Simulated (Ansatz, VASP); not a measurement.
Ti3O4: VASP beside Ansatz

```
Ti O
1.0
    -2.06591    2.06591    4.08913
     2.06591   -2.06591    4.08913
     2.06591    2.06591   -4.08913
Ti O
3 4
Cartesian
  2.0659 0.0000 2.0446
  0.0000 0.0000 4.0891
  0.0000 2.0659 2.0446
  2.0659 0.0000 0.0000
  0.0000 0.0000 1.9999
  0.0000 2.0659 0.0000
  0.0000 0.0000 6.1784
```

Alike in both runs: functional PBEsol; k mesh 12 × 12 × 12; occupations gaussian, width 0.1 eV; no spin polarisation.

Ansatz relaxed the structure, and its values are those at the end. VASP's run is a single point on that final structure, the one shown.

|  | VASP | Ansatz |
| --- | --- | --- |
| version | VASP 6.6.1 | Ansatz 0.2.0 |
| potentials or method | VASP PAW PBE potentials, release 64 (Ti_sv, O), cutoff 520 eV | scalar-relativistic, plane waves, PAW |
| valence electrons in the cell | 60 | 60 |

|  | VASP | Ansatz | Ansatz less VASP |
| --- | --- | --- | --- |
| gap on the k mesh at the Fermi level (eV) | none | none | - |
| pressure (GPa) | -5.0 | -5.6 | -0.66 |
| rms of the force components (eV/Å) | 0.007 | 0.000 | -0.0069 |

VASP's potentials were made for PBE, not for PBEsol. A gap of «none» marks a metal or a gap that the smearing closes. Ansatz's warnings: stress scf threshold loose.
